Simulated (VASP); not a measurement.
# VMo3S8 (P-6m2) in VASP: single point with PBE

Aim: the single point of VMo3S8 with PBE.

Everything below comes from runs of VASP 6.6.1. Logs are shortened: lines on timing, memory, paths and dates and some standing lists are left out, and cuts for length are marked.

### 1 The cell of the first run

Symmetry: P-6m2, No. 187, hexagonal system. The conventional cell has a = 3.365 Å, b = 3.365 Å, c = 26.177 Å, α = 90.00°, β = 90.00°, γ = 120.00°. Within 3.4 Å of V (site symmetry -6m2) lie 6 S at 2.52 Å and 6 V at 3.37 Å. Within 3.4 Å of Mo (site symmetry -6m2) lie 6 S at 2.52 Å and 6 Mo at 3.37 Å. Mo (site symmetry 3m) has 6 S at 2.52 Å and 6 Mo at 3.37 Å within 3.4 Å. Within 3.4 Å of S (site symmetry 3m) lie 3 Mo at 2.52 Å and 7 S at 3.21 to 3.37 Å. S (site symmetry 3m) has 3 Mo at 2.52 Å and 7 S at 3.21 to 3.37 Å within 3.4 Å. Within 3.4 Å of S (site symmetry 3m) lie 3 Mo at 2.52 Å and 7 S at 3.21 to 3.37 Å. Within 3.4 Å of S (site symmetry 3m) lie 3 V at 2.52 Å and 7 S at 3.21 to 3.37 Å.

### 2 Single point, PBE, collinear spin, ferrimagnetic start

Input file INCAR:

```
SYSTEM = VMo3S8
PREC = Accurate ; ENCUT = 520
EDIFF = 1E-6 ; ISMEAR = 0
SIGMA = 0.1 ; LREAL = .FALSE.
LASPH = .TRUE. ; NELM = 150
ALGO = Normal ; ISIF = 2
LWAVE = .FALSE. ; LCHARG = .FALSE.
ISPIN = 2 ; MAGMOM = -2 -1 1 -1 0 0 0 0 0 0 0 0
LORBIT = 11 ; LMAXMIX = 4
GGA = PE ; NBANDS = 68
```

Input file KPOINTS:

```
regular mesh
0
G
  6 6 1
  0 0 0
```

Input file POSCAR:

```
VMo3S8
1.0
    3.3650340700      0.0000000000      0.0000000000
   -1.6825170300      2.9142049900      0.0000000000
    0.0000000000      0.0000000000     26.1772053700
V Mo S
1 3 8
Direct
    0.3333333300      0.6666666700      0.5000000000
    0.3333333300      0.6666666700      0.0000000000
    0.6666666700      0.3333333300      0.2500000000
    0.6666666700      0.3333333300      0.7500000000
    0.3333333300      0.6666666700      0.1887500000
    0.3333333300      0.6666666700      0.6887500000
    0.6666666700      0.3333333300      0.9387500000
    0.6666666700      0.3333333300      0.4387500000
    0.3333333300      0.6666666700      0.3112500000
    0.3333333300      0.6666666700      0.8112500000
    0.6666666700      0.3333333300      0.0612500000
    0.6666666700      0.3333333300      0.5612500000
```

Potentials or basis: VASP PAW PBE potentials, release 64 (V_sv, Mo_sv, S).

Started as:

```console
$ cat potpaw_PBE.64/V_sv/POTCAR potpaw_PBE.64/Mo_sv/POTCAR potpaw_PBE.64/S/POTCAR > POTCAR
$ mpirun -np 1 vasp_std > vasp.out
```

OUTCAR:

```text
SYSTEM = VMo3S8
   PREC = Accurate
   ENCUT = 520
   EDIFF = 1E-6
   ISMEAR = 0
   LREAL = .FALSE.
   LASPH = .TRUE.
   NELM = 150
   ISIF = 2
   ISPIN = 2
   LORBIT = 11
   GGA = PE

 ion  position               nearest neighbor table
   1  0.333  0.667  0.500-   8 2.52  12 2.52   8 2.52  12 2.52   8 2.52  12 2.52
   2  0.333  0.667  0.000-   7 2.52  11 2.52   7 2.52  11 2.52   7 2.52  11 2.52
   3  0.667  0.333  0.250-   5 2.52   9 2.52   5 2.52   9 2.52   5 2.52   9 2.52
   4  0.667  0.333  0.750-   6 2.52  10 2.52   6 2.52  10 2.52   6 2.52  10 2.52
   5  0.333  0.667  0.189-   3 2.52   3 2.52   3 2.52
   6  0.333  0.667  0.689-   4 2.52   4 2.52   4 2.52
   7  0.667  0.333  0.939-   2 2.52   2 2.52   2 2.52
   8  0.667  0.333  0.439-   1 2.52   1 2.52   1 2.52
   9  0.333  0.667  0.311-   3 2.52   3 2.52   3 2.52
  10  0.333  0.667  0.811-   4 2.52   4 2.52   4 2.52
  11  0.667  0.333  0.061-   2 2.52   2 2.52   2 2.52
  12  0.667  0.333  0.561-   1 2.52   1 2.52   1 2.52

  LATTYP: Found a hexagonal cell.
 ALAT       =     3.3650340700
 C/A-ratio  =     7.7791798910

  Lattice vectors:

 A1 = (   3.3650340700,   0.0000000000,   0.0000000000)
 A2 = (  -1.6825170300,   2.9142049900,   0.0000000000)
 A3 = (   0.0000000000,   0.0000000000,  26.1772053700)

Analysis of symmetry for initial positions (statically):
=====================================================================
 Subroutine PRICEL returns:
 Original cell was already a primitive cell.

 Routine SETGRP: Setting up the symmetry group for a
 hexagonal supercell.

 Subroutine GETGRP returns: Found 12 space group operations
 (whereof 12 operations were pure point group operations)
 out of a pool of 24 trial point group operations.

The static configuration has the point symmetry D_3h.

Analysis of symmetry for dynamics (positions and initial velocities):
=====================================================================
 Subroutine PRICEL returns:
 Original cell was already a primitive cell.

 Routine SETGRP: Setting up the symmetry group for a
 hexagonal supercell.

 Subroutine GETGRP returns: Found 12 space group operations
 (whereof 12 operations were pure point group operations)
 out of a pool of 24 trial point group operations.

The dynamic configuration has the point symmetry D_3h.

Analysis of structural, dynamic, and magnetic symmetry:
=====================================================================
 Subroutine PRICEL returns:
 Original cell was already a primitive cell.

 Routine SETGRP: Setting up the symmetry group for a
 hexagonal supercell.

 Subroutine GETGRP returns: Found  6 space group operations
 (whereof  6 operations were pure point group operations)
 out of a pool of 24 trial point group operations.

The overall configuration has the point symmetry C_3v.

 Subroutine INISYM returns: Found  6 space group operations
 (whereof  6 operations are pure point group operations),
 and found     1 'primitive' translations

----------------------------------------------------------------------------------------

                                     Primitive cell

  volume of cell :     256.7041

  direct lattice vectors                    reciprocal lattice vectors
     3.365034070  0.000000000  0.000000000     0.297173811  0.171573379  0.000000000
    -1.682517030  2.914204990  0.000000000     0.000000000  0.343146760  0.000000000
     0.000000000  0.000000000 26.177205370     0.000000000  0.000000000  0.038201175

  length of vectors
     3.365034070  3.365034068 26.177205370     0.343146760  0.343146760  0.038201175

  position of ions in fractional coordinates (direct lattice)
     0.333333330  0.666666670  0.500000000
     0.333333330  0.666666670  0.000000000
     0.666666670  0.333333330  0.250000000
     0.666666670  0.333333330  0.750000000
     0.333333330  0.666666670  0.188750000
     0.333333330  0.666666670  0.688750000
     0.666666670  0.333333330  0.938750000
     0.666666670  0.333333330  0.438750000
     0.333333330  0.666666670  0.311250000
     0.333333330  0.666666670  0.811250000
     0.666666670  0.333333330  0.061250000
     0.666666670  0.333333330  0.561250000

  ion indices of the primitive-cell ions
   primitive index   ion index
                 1           1
                 2           2
                 3           3
                 4           4
                 5           5
                 6           6
                 7           7
                 8           8
                 9           9
                10          10
                11          11
                12          12

----------------------------------------------------------------------------------------

 KPOINTS: regular mesh

Automatic generation of k-mesh.
 Grid dimensions read from file:
 generate k-points for:    6    6    1

 Generating k-lattice:

  Cartesian coordinates                     Fractional coordinates (reciprocal lattice)
     0.049528969  0.028595563  0.000000000     0.166666667 -0.000000000  0.000000000
     0.000000000  0.057191127  0.000000000     0.000000000  0.166666667  0.000000000
     0.000000000  0.000000000  0.038201175     0.000000000  0.000000000  1.000000000

  Length of vectors
     0.057191127  0.057191127  0.038201175

  Shift w.r.t. Gamma in fractional coordinates (k-lattice)
     0.000000000  0.000000000  0.000000000

 Subroutine IBZKPT returns following result:
 ===========================================

 Found      7 irreducible k-points:

 Following reciprocal coordinates:
            Coordinates               Weight
  0.000000  0.000000  0.000000      1.000000
  0.166667  0.000000  0.000000      6.000000
  0.333333  0.000000  0.000000      6.000000
  0.500000  0.000000  0.000000      3.000000
  0.166667  0.166667  0.000000      6.000000
  0.333333  0.166667  0.000000     12.000000
  0.333333  0.333333  0.000000      2.000000
   k-points           NKPTS =      7   k-points in BZ     NKDIM =      7   number of bands    NBANDS=     68
   number of dos      NEDOS =    301   number of ions     NIONS =     12
   total plane-waves  NPLWV = 153664
   dimension x,y,z NGX =    28 NGY =   28 NGZ =  196
   dimension x,y,z NGXF=    56 NGYF=   56 NGZF=  392
   ions per type =               1   3   8
   NGX,Y,Z   is equivalent  to a cutoff of  13.83, 13.83, 12.45 a.u.
   NGXF,Y,Z  is equivalent  to a cutoff of  27.67, 27.67, 24.90 a.u.
 SYSTEM =  VMo3S8
   PREC   = accura    normal or accurate (medium, high low for compatibility)
   ISTART =      0    job   : 0-new  1-cont  2-samecut
   ICHARG =      2    charge: 1-file 2-atom 10-const
   ISPIN  =      2    spin polarized calculation?
   LNONCOLLINEAR =      F non collinear calculations
   LSORBIT =      F    spin-orbit coupling
   LASPH  =      T    aspherical Exc in radial PAW
   ENCUT  =  520.0 eV  38.22 Ry    6.18 a.u.   6.26  6.26 48.67*2*pi/ulx,y,z
   NELM   =    150;   NELMIN=  2; NELMDL= -5     # of ELM steps
   EDIFF  = 0.1E-05   stopping-criterion for ELM
   LREAL  =      F    real-space projection
   EDIFFG = 0.1E-04   stopping-criterion for IOM
   NSW    =      0    number of steps for IOM
   IBRION =     -1    ionic relax: 0-MD 1-quasi-New 2-CG
   NFREE  =      0    steps in history (QN), initial steepest desc. (CG)
   ISIF   =      2    stress and relaxation
   ISYM   =      2    0-nonsym 1-usesym 2-fastsym
   POTIM  = 0.5000    time-step for ionic-motion
   TEBEG  =    0.0;   TEEND  =   0.0 temperature during run
   PSTRESS=    0.0 pullay stress
   NELECT =     103.0000    total number of electrons
   NUPDOWN=      -1.0000    fix difference up-down
   EMIN   =  10.00;   EMAX   =-10.00  energy-range for DOS
   EFERMI =   0.00;   METHOD = LEGACY
   ISMEAR =     0;   SIGMA  =   0.10  broadening in eV -4-tet -1-fermi 0-gaus
   EFERMI_NEDOS =   21; number of points for ismear=-14 and -15
   IALGO  =     38    algorithm
   IMIX   =      4    mixing-type and parameters
     AMIX     =   0.40;   BMIX     =  1.00
     AMIX_MAG =   1.60;   BMIX_MAG =  1.00
  volume/ion in A,a.u.               =      21.39       144.36
  Fermi-wavevector in a.u.,A,eV,Ry     =   1.207470  2.281787 19.837069  1.457983
  Thomas-Fermi vector in A             =   2.343107
   LORBIT       =     11    0 simple, 1 ext, 2 COOP (PROOUT), +10 PAW based schemes
   GGA     = PE    functional components
   LHFCALC =     F    Hartree Fock is set to
   AEXX    =    0.0000 exact exchange contribution
   IVDW    =     0    specifies the selected vdW correction
   LEPSILON=     F    determine dielectric tensor
   LRPA    =     F    only Hartree local field effects (RPA)
 spin polarized calculation
 Gauss-broadening in eV      SIGMA  =   0.10
  energy-cutoff  :      520.00
  volume of cell :      256.70
 maximum number of plane-waves:      6932
 NGX is ok and might be reduce to    28
   NGX = 13   NGY = 13   NGZ = 97

 number of electron     102.9999999 magnetization      -0.9744792

 Free energy of the ion-electron system (eV)
  ---------------------------------------------------
  ext. energy  EPLUGINS =         0.00000000
  ---------------------------------------------------
  free energy    TOTEN  =       -83.67261372 eV

  energy without entropy =      -83.66767174  energy(sigma->0) =      -83.67014273

 E-fermi :   4.9775     XC(G=0):  -9.7886

 val. band max:        4.9649811027   @ k =   0.0000   0.0000   0.0000
 cond. band min:       5.0625637852   @ k =   0.5000   0.0000   0.0000
 fundamental gap:      0.0975826825
 Fermi energy:         4.9775200604

 spin component 1

 k-point     1 :       0.0000    0.0000    0.0000
  band No.  band energies     occupation
      1     -59.3408      1.00000
      2     -56.6790      1.00000
      3     -56.5922      1.00000
      4     -56.5913      1.00000
      5     -33.1413      1.00000
      6     -33.1413      1.00000
[... 451 lines left out ...]
     62       7.3478      0.00000
     63       7.3601      0.00000
 Fermi energy:         4.9775200604

 spin component 2

 k-point     1 :       0.0000    0.0000    0.0000
  band No.  band energies     occupation
      1     -60.4349      1.00000
      2     -56.6787      1.00000
      3     -56.5910      1.00000
      4     -56.5902      1.00000
      5     -34.2513      1.00000
      6     -34.2513      1.00000
[... 451 lines left out ...]
     62       7.3439      0.00000
     63       7.3480      0.00000
 [bands above 63 left out]

------------------------ aborting loop because EDIFF is reached ----------------------------------------

  FORCE on cell =-STRESS in cart. coord.  units (eV):
  Direction    XX          YY          ZZ          XY          YZ          ZX
  --------------------------------------------------------------------------------------
  -------------------------------------------------------------------------------------
  Total      -22.1844824    -22.1844825    -19.9443953     -0.0000000      0.0000000     -0.0000000
  in kB     -138.4608650   -138.4608650   -124.4797228     -0.0000002      0.0000000     -0.0000000
  external PRESSURE =    -133.8004843 kB  Pullay stress =       0.0000000 kB

 VOLUME and BASIS-vectors are now :
 -----------------------------------------------------------------------------
  energy-cutoff  :      520.00
  volume of cell :      256.70
      direct lattice vectors                 reciprocal lattice vectors
     3.365034070  0.000000000  0.000000000     0.297173811  0.171573379  0.000000000
    -1.682517030  2.914204990  0.000000000     0.000000000  0.343146760  0.000000000
     0.000000000  0.000000000 26.177205370     0.000000000  0.000000000  0.038201175

 POSITION                                       TOTAL-FORCE (eV/Angst)
 -----------------------------------------------------------------------------------
     -0.00000      1.94280     13.08860        -0.000000     -0.000000     -0.000049
     -0.00000      1.94280      0.00000         0.000000      0.000000      0.000003
      1.68252      0.97140      6.54430         0.000000     -0.000000     -0.009556
      1.68252      0.97140     19.63290        -0.000000      0.000000      0.009521
     -0.00000      1.94280      4.94095        -0.000000      0.000000      1.517448
     -0.00000      1.94280     18.02955        -0.000000      0.000000      1.505688
      1.68252      0.97140     24.57385        -0.000000     -0.000000      1.512430
      1.68252      0.97140     11.48525        -0.000000     -0.000000      1.969978
     -0.00000      1.94280      8.14766        -0.000000      0.000000     -1.505325
     -0.00000      1.94280     21.23626         0.000000      0.000000     -1.517871
      1.68252      0.97140      1.60335        -0.000000     -0.000000     -1.512360
      1.68252      0.97140     14.69196        -0.000000     -0.000000     -1.969907
 -----------------------------------------------------------------------------------
    total drift:                               -0.000001      0.000001      0.000081

  FREE ENERGIE OF THE ION-ELECTRON SYSTEM (eV)
  ---------------------------------------------------
  free  energy   TOTEN  =       -83.6726137162 eV

  energy  without entropy=      -83.6676717361  energy(sigma->0) =      -83.67014273

 total charge

# of ion       s       p       d       tot
------------------------------------------
    1        2.208   6.160   2.878  11.246
    2        2.254   6.158   3.739  12.151
    3        2.254   6.158   3.739  12.151
    4        2.254   6.158   3.739  12.150
    5        1.363   2.279   0.000   3.642
    6        1.365   2.274   0.000   3.639
    7        1.364   2.277   0.000   3.640
    8        1.366   2.266   0.000   3.632
    9        1.365   2.274   0.000   3.639
   10        1.363   2.279   0.000   3.642
   11        1.364   2.277   0.000   3.640
   12        1.366   2.266   0.000   3.632
--------------------------------------------------
tot         19.884  42.825  14.094  76.804

 magnetization (x)

# of ion       s       p       d       tot
------------------------------------------
    1       -0.012  -0.012  -1.059  -1.083
    2        0.000   0.000   0.001   0.001
    3        0.000   0.000   0.002   0.002
    4        0.000   0.000   0.002   0.002
    5        0.000   0.000   0.000   0.000
    6        0.000   0.000   0.000   0.000
    7        0.000   0.000   0.000   0.000
    8        0.002   0.097   0.000   0.099
    9        0.000   0.000   0.000   0.000
   10        0.000   0.000   0.000   0.000
   11        0.000   0.000   0.000   0.000
   12        0.002   0.097   0.000   0.099
--------------------------------------------------
tot         -0.007   0.183  -1.055  -0.880
```

Run time: 27 min. Hardware: 1 thread of Intel Xeon 8259CL, shared host; peak memory 0.61 GiB.

Results:

| Property | Result |
| --- | --- |
| Free energy | -83.6726 eV |
| Pressure | -13.4 GPa |
| Largest force | 1.970 eV/Å |
| Band gap on the k mesh | 0.10 eV (least direct gap 0.63 eV) |
| Net moment | -0.97 μB per cell |
| Site moments | V -1.08; Mo +0.00; S +0.00, +0.10 (each value once) μB |
| Valence electrons inside the program's atomic spheres | V 11.25; Mo 12.15; S 3.64, 3.63 (each value once) |

Forces on the atoms (eV/Å):
```
V    0.000  0.000  0.000
Mo   0.000  0.000  0.000
Mo   0.000  0.000 -0.010
Mo   0.000  0.000  0.010
S    0.000  0.000  1.517
S    0.000  0.000  1.506
S    0.000  0.000  1.512
S    0.000  0.000  1.970
S    0.000  0.000 -1.505
S    0.000  0.000 -1.518
S    0.000  0.000 -1.512
S    0.000  0.000 -1.970
```

Levels at points of the mesh, in eV from the valence-band top:
Spin up:
```tsv
k point	band 48	band 49	band 50	band 51	band 52	band 53	band 54	band 55
(0.00, 0.00, 0.00)	-0.92	-0.47	-0.09	-0.04	0.89	1.74	1.74	1.83
(0.50, 0.00, 0.00)	-1.21	-1.07	-0.96	-0.96	0.10	1.17	1.26	1.26
```
Spin down:
| k point | band 50 | band 51 | band 52 | band 53 | band 54 | band 55 |
| --- | --- | --- | --- | --- | --- | --- |
| (0.00, 0.00, 0.00) | -0.23 | -0.08 | 0.00 | 1.66 | 1.66 | 1.68 |
| (0.50, 0.00, 0.00) | -0.97 | -0.96 | -0.87 | 0.45 | 0.64 | 1.17 |

Caveat: the cell stands under tension; an odd mesh through Γ misses points on the zone boundary, where band edges can lie; this functional lacks dispersion, which binds the layers, so the pressure and a relaxed spacing across them are unreliable; forces of over 1 eV/Å act on the atoms, so gaps and moduli don't describe the material at rest.
